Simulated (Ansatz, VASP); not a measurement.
## NaCl in VASP and in Ansatz

```
Na Cl
1.0
     2.86000    0.00000    0.00000
     0.00000    2.86000    0.00000
     0.00000    0.00000    2.86000
Na Cl
1 1
Direct
  0.00000 0.00000 0.00000
  0.50000 0.50000 0.50000
```

Alike in both runs: task single point; functional PBE; k mesh 8 × 8 × 8; occupations fermi-dirac, width 0.02 eV; no spin polarisation.

|  | VASP | Ansatz |
| --- | --- | --- |
| version | VASP 6.6.1 | Ansatz 0.2.0 |
| potentials or method | VASP PAW PBE potentials, release 64 (Na_pv, Cl), cutoff 500 eV | all-electron LAPW, non-relativistic |

Ansatz gave:

- gap on the k mesh at the Fermi level (eV): 4.38

Question: Which values does VASP return?

Answer: gap on the k mesh at the Fermi level (eV): 4.42.

Ansatz ran all-electron here, and VASP with PAW potentials.
